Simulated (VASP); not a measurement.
# HfMg3 (Pm-3m) in VASP: further runs

The runs below take HfMg3 through single point, with LDA.

All numbers are computed with VASP 6.6.1; they aren't measurements. Logs are shortened: lines on timing, memory, paths and dates and some standing lists are left out, and cuts for length are marked.

### 1 The cell of the first run

The structure is cubic, space group Pm-3m (No. 221). Conventional cell: a = 4.433 Å, b = 4.433 Å, c = 4.433 Å, α = 90.00°, β = 90.00°, γ = 90.00°. Mg (site symmetry 4/mmm) has 8 Mg at 3.13 Å and 4 Hf at 3.13 Å within 4.1 Å. Within 4.1 Å of Hf (site symmetry m-3m) lie 12 Mg at 3.13 Å.

### 2 Single point, LDA

The input, INCAR:

```
PREC     = Accurate       # precision mode
ENCUT    = 600            # plane-wave cutoff, eV
EDIFF    = 1E-6           # SCF threshold, eV
ISMEAR   = -1             # smearing method
SIGMA    = 0.02           # smearing width, eV
LREAL    = False          # projectors in reciprocal space
LASPH    = True           # aspherical terms in the spheres
NELM     = 120            # most SCF steps
ALGO     = Normal         # electronic algorithm
ISIF     = 2              # what is computed and relaxed
LWAVE    = False          # write WAVECAR
LCHARG   = False          # write CHGCAR
NBANDS   = 16             # bands
GGA_COMPAT= False
```

The input, KPOINTS:

```
regular mesh
0
Gamma
  3 3 3
```

The input, POSCAR:

```
HfMg3
1.0
    4.4334000000      0.0000000000      0.0000000000
    0.0000000000      4.4334000000      0.0000000000
    0.0000000000      0.0000000000      4.4334000000
Mg Hf
3 1
Direct
    0.5000000000      0.5000000000      0.0000000000
    0.5000000000      0.0000000000      0.5000000000
    0.0000000000      0.5000000000      0.5000000000
    0.0000000000      0.0000000000      0.0000000000
```

Potentials or basis: VASP PAW LDA potentials, release 64 (Mg, Hf_pv).

Launch:

```sh
> cat potpaw_LDA.64/Mg/POTCAR potpaw_LDA.64/Hf_pv/POTCAR > POTCAR
> mpirun -np 1 vasp_std > vasp.out
```

OUTCAR:

```text
PREC = Accurate
   ENCUT = 600
   EDIFF = 1E-6
   ISMEAR = -1
   LREAL = False
   LASPH = True
   NELM = 120
   ISIF = 2

 ion  position               nearest neighbor table
   1  0.500  0.500  0.000-   2 3.13   3 3.13   4 3.13   2 3.13   3 3.13   2 3.13   4 3.13   2 3.13
                             3 3.13   4 3.13   3 3.13   4 3.13
   2  0.500  0.000  0.500-   1 3.13   3 3.13   4 3.13   1 3.13   4 3.13   1 3.13   3 3.13   1 3.13
                             3 3.13   4 3.13   4 3.13   3 3.13
   3  0.000  0.500  0.500-   1 3.13   2 3.13   4 3.13   1 3.13   4 3.13   2 3.13   4 3.13   4 3.13
                             1 3.13   2 3.13   1 3.13   2 3.13
   4  0.000  0.000  0.000-   1 3.13   2 3.13   3 3.13   2 3.13   3 3.13   1 3.13   3 3.13   3 3.13
                             1 3.13   2 3.13   2 3.13   1 3.13

  LATTYP: Found a simple cubic cell.
 ALAT       =     4.4334000000

  Lattice vectors:

 A1 = (   4.4334000000,   0.0000000000,   0.0000000000)
 A2 = (   0.0000000000,   4.4334000000,   0.0000000000)
 A3 = (   0.0000000000,   0.0000000000,   4.4334000000)

Analysis of symmetry for initial positions (statically):
=====================================================================
 Subroutine PRICEL returns:
 Original cell was already a primitive cell.

 Routine SETGRP: Setting up the symmetry group for a
 simple cubic supercell.

 Subroutine GETGRP returns: Found 48 space group operations
 (whereof 48 operations were pure point group operations)
 out of a pool of 48 trial point group operations.

The static configuration has the point symmetry O_h .

Analysis of symmetry for dynamics (positions and initial velocities):
=====================================================================
 Subroutine PRICEL returns:
 Original cell was already a primitive cell.

 Routine SETGRP: Setting up the symmetry group for a
 simple cubic supercell.

 Subroutine GETGRP returns: Found 48 space group operations
 (whereof 48 operations were pure point group operations)
 out of a pool of 48 trial point group operations.

The dynamic configuration has the point symmetry O_h .

 Subroutine INISYM returns: Found 48 space group operations
 (whereof 48 operations are pure point group operations),
 and found     1 'primitive' translations

----------------------------------------------------------------------------------------

                                     Primitive cell

  volume of cell :      87.1386

  direct lattice vectors                    reciprocal lattice vectors
     4.433400000  0.000000000  0.000000000     0.225560518  0.000000000  0.000000000
     0.000000000  4.433400000  0.000000000     0.000000000  0.225560518  0.000000000
     0.000000000  0.000000000  4.433400000     0.000000000  0.000000000  0.225560518

  length of vectors
     4.433400000  4.433400000  4.433400000     0.225560518  0.225560518  0.225560518

  position of ions in fractional coordinates (direct lattice)
     0.500000000  0.500000000  0.000000000
     0.500000000  0.000000000  0.500000000
     0.000000000  0.500000000  0.500000000
     0.000000000  0.000000000  0.000000000

  ion indices of the primitive-cell ions
   primitive index   ion index
                 1           1
                 2           2
                 3           3
                 4           4

----------------------------------------------------------------------------------------

 KPOINTS: regular mesh

Automatic generation of k-mesh.
 Grid dimensions read from file:
 generate k-points for:    3    3    3

 Generating k-lattice:

  Cartesian coordinates                     Fractional coordinates (reciprocal lattice)
     0.075186839  0.000000000  0.000000000     0.333333333  0.000000000  0.000000000
     0.000000000  0.075186839  0.000000000     0.000000000  0.333333333  0.000000000
     0.000000000  0.000000000  0.075186839     0.000000000  0.000000000  0.333333333

  Length of vectors
     0.075186839  0.075186839  0.075186839

  Shift w.r.t. Gamma in fractional coordinates (k-lattice)
     0.000000000  0.000000000  0.000000000

 Subroutine IBZKPT returns following result:
 ===========================================

 Found      4 irreducible k-points:

 Following reciprocal coordinates:
            Coordinates               Weight
  0.000000  0.000000  0.000000      1.000000
  0.333333  0.000000  0.000000      6.000000
  0.333333  0.333333  0.000000     12.000000
  0.333333  0.333333  0.333333      8.000000
   k-points           NKPTS =      4   k-points in BZ     NKDIM =      4   number of bands    NBANDS=     16
   number of dos      NEDOS =    301   number of ions     NIONS =      4
   total plane-waves  NPLWV =  46656
   dimension x,y,z NGX =    36 NGY =   36 NGZ =   36
   dimension x,y,z NGXF=    72 NGYF=   72 NGZF=   72
   ions per type =               3   1
   NGX,Y,Z   is equivalent  to a cutoff of  13.50, 13.50, 13.50 a.u.
   NGXF,Y,Z  is equivalent  to a cutoff of  27.00, 27.00, 27.00 a.u.
 SYSTEM =  unknown system
   PREC   = accura    normal or accurate (medium, high low for compatibility)
   ISTART =      0    job   : 0-new  1-cont  2-samecut
   ICHARG =      2    charge: 1-file 2-atom 10-const
   ISPIN  =      1    spin polarized calculation?
   LNONCOLLINEAR =      F non collinear calculations
   LSORBIT =      F    spin-orbit coupling
   LASPH  =      T    aspherical Exc in radial PAW
   ENCUT  =  600.0 eV  44.10 Ry    6.64 a.u.   8.85  8.85  8.85*2*pi/ulx,y,z
   NELM   =    120;   NELMIN=  2; NELMDL= -5     # of ELM steps
   EDIFF  = 0.1E-05   stopping-criterion for ELM
   LREAL  =      F    real-space projection
[... 7 lines left out ...]
   TEBEG  =    0.0;   TEEND  =   0.0 temperature during run
   PSTRESS=    0.0 pullay stress
   NELECT =      16.0000    total number of electrons
   NUPDOWN=      -1.0000    fix difference up-down
   EMIN   =  10.00;   EMAX   =-10.00  energy-range for DOS
   EFERMI =   0.00;   METHOD = LEGACY
   ISMEAR =    -1;   SIGMA  =   0.02  broadening in eV -4-tet -1-fermi 0-gaus
   EFERMI_NEDOS =   21; number of points for ismear=-14 and -15
   IALGO  =     38    algorithm
   IMIX   =      4    mixing-type and parameters
     AMIX     =   0.40;   BMIX     =  1.00
     AMIX_MAG =   1.60;   BMIX_MAG =  1.00
  volume/ion in A,a.u.               =      21.78       147.01
  Fermi-wavevector in a.u.,A,eV,Ry     =   0.930489  1.758369 11.780057  0.865810
  Thomas-Fermi vector in A             =   2.056883
   LORBIT       =      0    0 simple, 1 ext, 2 COOP (PROOUT), +10 PAW based schemes
   GGA     = CA    functional components
   LHFCALC =     F    Hartree Fock is set to
   AEXX    =    0.0000 exact exchange contribution
   IVDW    =     0    specifies the selected vdW correction
   LEPSILON=     F    determine dielectric tensor
   LRPA    =     F    only Hartree local field effects (RPA)
 non-spin polarized calculation
  energy-cutoff  :      600.00
  volume of cell :       87.14
 maximum number of plane-waves:      2945
 NGX is ok and might be reduce to    36
   NGX = 17   NGY = 17   NGZ = 17

 number of electron      16.0000000 magnetization

 Free energy of the ion-electron system (eV)
  ---------------------------------------------------
  ext. energy  EPLUGINS =         0.00000000
  ---------------------------------------------------
  free energy    TOTEN  =       -15.52683567 eV

  energy without entropy =      -15.51451238  energy(sigma->0) =      -15.52067402

 E-fermi :   3.0290     XC(G=0):  -9.5804

 val. band max:        3.0290387547   @ k =   0.3333   0.3333   0.0000
 cond. band min:       3.3842125697   @ k =   0.3333   0.3333   0.0000
 fundamental gap:      0.3551738150
 Fermi energy:         3.0290389706

 k-point     1 :       0.0000    0.0000    0.0000
  band No.  band energies     occupation
      1     -27.8170      2.00000
      2     -27.8170      2.00000
      3     -27.8170      2.00000
      4      -3.9347      2.00000
      5       1.7472      2.00000
      6       1.7472      2.00000
      7       3.5436      0.00000
      8       3.5436      0.00000
      9       3.5436      0.00000
     10       4.1936      0.00000
     11       4.1936      0.00000
     12       4.1936      0.00000
     13       4.5966      0.00000
     14       9.6657      0.00000
     15       9.6657      0.00000
     16      10.0487      0.00000

 k-point     2 :       0.3333    0.0000    0.0000
  band No.  band energies     occupation
      1     -27.8256      2.00000
      2     -27.8165      2.00000
      3     -27.8165      2.00000
      4      -3.0039      2.00000
      5      -0.4455      2.00000
      6       2.1013      2.00000
      7       2.7727      1.99999
      8       2.7727      1.99999
      9       3.9125      0.00000
     10       4.3506      0.00000
     11       5.3011      0.00000
     12       5.3011      0.00000
     13       6.4891      0.00000
     14       7.2570      0.00000
     15       8.8586      0.00000
     16       8.8625      0.00000

 k-point     3 :       0.3333    0.3333    0.0000
  band No.  band energies     occupation
      1     -27.8249      2.00000
      2     -27.8246      2.00000
      3     -27.8160      2.00000
      4      -2.1146      2.00000
      5      -0.0163      2.00000
      6       0.5594      2.00000
      7       2.0559      2.00000
      8       3.0290      1.00001
      9       3.3842      0.00000
     10       4.0582      0.00000
     11       4.9723      0.00000
     12       5.8134      0.00000
     13       6.8083      0.00000
     14       7.6261      0.00000
     15       8.0516      0.00000
     16       8.7832      0.00000

 k-point     4 :       0.3333    0.3333    0.3333
  band No.  band energies     occupation
      1     -27.8242      2.00000
      2     -27.8238      2.00000
      3     -27.8238      2.00000
      4      -1.2829      2.00000
      5       0.8761      2.00000
      6       0.8761      2.00000
      7       0.9112      2.00000
      8       2.4510      2.00000
      9       2.4510      2.00000
     10       3.7149      0.00000
     11       4.7566      0.00000
     12       5.5034      0.00000
     13       5.5034      0.00000
     14       8.0039      0.00000
     15       8.0039      0.00000
     16       8.5869      0.00000

------------------------ aborting loop because EDIFF is reached ----------------------------------------

  FORCE on cell =-STRESS in cart. coord.  units (eV):
  Direction    XX          YY          ZZ          XY          YZ          ZX
  --------------------------------------------------------------------------------------
  -------------------------------------------------------------------------------------
  Total       -2.1920163     -2.1920163     -2.1920163      0.0000000     -0.0000000      0.0000000
  in kB      -40.3035787    -40.3035787    -40.3035787      0.0000000     -0.0000000      0.0000000
  external PRESSURE =     -40.3035787 kB  Pullay stress =       0.0000000 kB

 VOLUME and BASIS-vectors are now :
 -----------------------------------------------------------------------------
  energy-cutoff  :      600.00
  volume of cell :       87.14
      direct lattice vectors                 reciprocal lattice vectors
     4.433400000  0.000000000  0.000000000     0.225560518  0.000000000  0.000000000
     0.000000000  4.433400000  0.000000000     0.000000000  0.225560518  0.000000000
     0.000000000  0.000000000  4.433400000     0.000000000  0.000000000  0.225560518

 POSITION                                       TOTAL-FORCE (eV/Angst)
 -----------------------------------------------------------------------------------
      2.21670      2.21670      0.00000         0.000000      0.000000      0.000000
      2.21670      0.00000      2.21670         0.000000      0.000000      0.000000
      0.00000      2.21670      2.21670         0.000000      0.000000      0.000000
      0.00000      0.00000      0.00000         0.000000      0.000000      0.000000
 -----------------------------------------------------------------------------------
    total drift:                                0.000000     -0.000000     -0.000000

  FREE ENERGIE OF THE ION-ELECTRON SYSTEM (eV)
  ---------------------------------------------------
  free  energy   TOTEN  =       -15.5268356702 eV

  energy  without entropy=      -15.5145123794  energy(sigma->0) =      -15.52067402
```

Wall time 8.6 s (1 thread of Intel Xeon Platinum 8488C (Sapphire Rapids), shared host); peak memory 0.16 GiB.

What came out:

- Free energy: -15.5268 eV
- Pressure: -4.0 GPa
- Band gap on the k mesh: zero (bands 8 and 9 overlap by 1.09 eV)

Caveat: the k points lie up to 0.47 Å⁻¹ apart, too coarse for converged energies and pressures of a metal; spin-orbit coupling is left out, which moves the levels of the heavy elements.

### 3 Single point, LDA

The input, INCAR:

```
SYSTEM = HfMg3
PREC     = Accurate       ! precision mode
ENCUT    = 600            ! plane-wave cutoff, eV
EDIFF    = 1E-6           ! SCF threshold, eV
ISMEAR   = -1             ! smearing method
SIGMA    = 0.02           ! smearing width, eV
LREAL    = .False.        ! projectors in reciprocal space
LASPH    = .True.         ! aspherical terms in the spheres
NELM     = 120            ! most SCF steps
ALGO     = Normal         ! electronic algorithm
ISIF     = 2              ! what is computed and relaxed
LWAVE    = .False.        ! write WAVECAR
LCHARG   = .True.         ! write CHGCAR
GGA      = CA             ! functional
LELF     = .True.         ! ELF
LVHAR    = .True.       
NBANDS   = 16             ! bands
GGA_COMPAT= .False.
```

The input, KPOINTS:

```
regular mesh
0
Gamma
  4 4 4
  0 0 0
```

POSCAR is that of step 2.

Potentials or basis: VASP PAW LDA potentials, release 64 (Mg, Hf_pv).

Launch:

```sh
> cat potpaw_LDA.64/Mg/POTCAR potpaw_LDA.64/Hf_pv/POTCAR > POTCAR
> mpirun -np 1 vasp_std > vasp.out
```

Run time: 16 s. Hardware: 1 thread of Intel Xeon Platinum 8488C (Sapphire Rapids), shared host; peak memory 0.17 GiB.

Results (log left out):

| Property | Result |
| --- | --- |
| Free energy | -15.5259 eV |
| Pressure | -3.8 GPa |
| Band gap on the k mesh | zero (bands 8 and 9 overlap by 1.35 eV) |

Levels at points of the mesh, in eV from the Fermi level:
| k point | band 5 | band 6 | band 7 | band 8 | band 9 | band 10 | band 11 | band 12 |
| --- | --- | --- | --- | --- | --- | --- | --- | --- |
| (0.00, 0.00, 0.00) | -1.15 | -1.15 | 0.64 | 0.64 | 0.64 | 1.28 | 1.28 | 1.28 |
| (0.50, 0.00, 0.00) | -4.62 | -0.65 | -0.28 | -0.28 | 1.49 | 1.95 | 2.76 | 2.76 |
| (0.50, 0.50, 0.00) | -3.07 | -2.57 | -2.57 | 0.26 | 0.26 | 1.54 | 2.29 | 2.36 |
| (0.50, 0.50, 0.50) | -2.21 | -2.21 | -1.45 | -0.70 | -0.70 | -0.70 | -0.21 | 2.41 |

Caveat: the cell stands under tension; spin-orbit coupling is left out, which moves the levels of the heavy elements.

### 4 Single point, LDA

The input, INCAR:

```
  PREC = Accurate
  ENCUT = 600
  EDIFF = 1E-6
  ISMEAR = -1
  SIGMA = 0.02
  LREAL = False
  LASPH = True
  NELM = 120
  ALGO = Normal
  ISIF = 2
  LWAVE = False
  LCHARG = False
  GGA = CA
  NBANDS = 16
  GGA_COMPAT = False
```

The input, KPOINTS:

```
regular mesh
0
Gamma
  5 5 5
```

POSCAR is that of step 3.

Launch:

```sh
> cat potpaw_LDA.64/Mg/POTCAR potpaw_LDA.64/Hf_pv/POTCAR > POTCAR
> mpirun -np 1 vasp_std > vasp.out
```

Wall time 17 s (1 thread of Intel Xeon Platinum 8488C (Sapphire Rapids), shared host); peak memory 0.17 GiB.

Results (log left out):

```yaml
Free_energy: -15.5560 eV
Pressure: -3.9 GPa
Band_gap_on_the_k_mesh: zero (bands 8 and 9 overlap by 1.30 eV)
```

Levels at points of the mesh, in eV from the Fermi level:
```csv
k point,band 3,band 4,band 5,band 6,band 7,band 8,band 9,band 10,band 11,band 12
"(0.00, 0.00, 0.00)",-30.85,-6.86,-1.22,-1.22,0.63,0.63,0.63,1.20,1.20,1.20
```

Caveat: the cell stands under tension; spin-orbit coupling is left out, which moves the levels of the heavy elements.

### 5 Overview

```csv
k mesh,gap on the mesh (eV),pressure (GPa)
3 × 3 × 3,none,-4.0
4 × 4 × 4,none,-3.8
5 × 5 × 5,none,-3.9
```

Alike in all rows: task single point; level LDA; potentials or basis VASP PAW LDA potentials, release 64 (Mg, Hf_pv); no spin polarisation; cell as given; cutoff (eV) 600; smearing fermi-dirac 0.02 eV.

Caveats: some runs use coarse meshes; spin-orbit coupling is left out, which moves the levels of the heavy elements; the cell stands under tension (at least some runs).

Total energies depend on the potentials used, so only differences within one code and one set of settings carry meaning.
